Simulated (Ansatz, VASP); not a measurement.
# One calculation of Zn3S5, two programs

```xyz
8
Lattice="3.9328 0.0000 0.0000 -1.9664 3.4059 0.0000 0.0000 0.0000 13.3202" Properties=species:S:1:pos:R:3 pbc="T T T"
Zn    0.0000    0.0000   13.3008
Zn    0.0000    2.2706    3.0552
Zn    1.9664    1.1353    8.1459
S     0.0000    0.0000    2.3506
S     1.9664    1.1353   10.4626
S     1.9664    1.1353   12.5350
S     0.0000    2.2706    5.3990
S     0.0000    2.2706    7.4491
```

Alike in both runs: functional PBE; k mesh 12 × 12 × 4; occupations gaussian, width 0.1 eV; no spin polarisation.

Ansatz relaxed the structure, and its values are those at the end. VASP's run is a single point on that final structure, the one shown.

```csv
,VASP,Ansatz
version,VASP 6.6.1,Ansatz 0.2.0
potentials or method,"VASP PAW PBE potentials, release 64 (Zn, S), cutoff 520 eV","scalar-relativistic, plane waves, PAW"
valence electrons in the cell,66,66
```

```csv
,VASP,Ansatz,Ansatz less VASP
gap on the k mesh at the Fermi level (eV),none,none,-
pressure (GPa),0.0,0.0,+0.03
rms of the force components (eV/Å),0.052,0.002,-0.0498
```

A gap of «none» marks a metal or a gap that the smearing closes. With one functional, cell and mesh, what is left measures potentials, basis and numerics.
